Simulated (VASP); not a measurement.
# BN: single point with LDA

The system is BN.

```
B N
1.0
     2.55394    0.00000    0.00000
    -1.27697    2.21178    0.00000
     0.00000    0.00000    4.56500
B N
2 2
Cartesian
  1.2770 0.7373 4.5637
  0.0000 1.4745 2.2812
  1.2770 0.7373 2.8544
  0.0000 1.4745 0.5719
```

This cell differs from its parent crystal: strain +0.000 along x and y, +0.080 along z.

- Program: VASP 6.6.1
- Task: single point
- Functional: LDA
- Potentials or basis: VASP PAW LDA potentials, release 64 (B, N)
- Cutoff: 520 eV
- k mesh: 12 × 12 × 6
- Occupations: gaussian, width 0.05 eV
- Spin: no spin polarisation
- Dipole correction: no
- Further INCAR settings: ALGO = Normal; EDIFF = 1e-06; NBANDS = 16

```yaml
Pressure: -34.2 GPa
Largest_force: 0.576 eV/Å
Band_gap_on_the_k_mesh: 4.81 eV, indirect (least direct gap 5.57 eV)
```

Forces in eV/Å, atoms in the order of the input:
```
B    0.000  0.000  0.576
B    0.000  0.000  0.576
N    0.000  0.000 -0.576
N    0.000  0.000 -0.576
```

Stress tensor (GPa, compression positive):
```
-15.22   0.00   0.00
  0.00 -15.22   0.00
  0.00   0.00 -72.20
```

Levels at points of the mesh, in eV from the valence-band top:
```tsv
k point	band 5	band 6	band 7	band 8	band 9	band 10	band 11	band 12
(0.00, 0.00, 0.00)	-1.47	-0.63	0.00	0.00	5.57	8.52	8.52	9.95
(0.50, 0.00, 0.00)	-6.29	-4.24	-3.94	-2.22	6.90	6.95	9.73	10.45
(0.00, 0.00, 0.50)	-0.80	-0.80	-0.80	-0.80	9.42	9.42	9.73	9.73
(0.50, 0.00, 0.50)	-3.65	-3.65	-3.36	-3.36	5.69	5.69	9.19	9.19
```

Run time: 20 s on 1 thread of AMD EPYC 7R13 Processor (Zen 3), with other jobs on the host, peak memory 0.11 GiB.

Caveat: the cell differs from its parent crystal (strain +0.000 along x and y, +0.080 along z). A k mesh can miss the band edges.
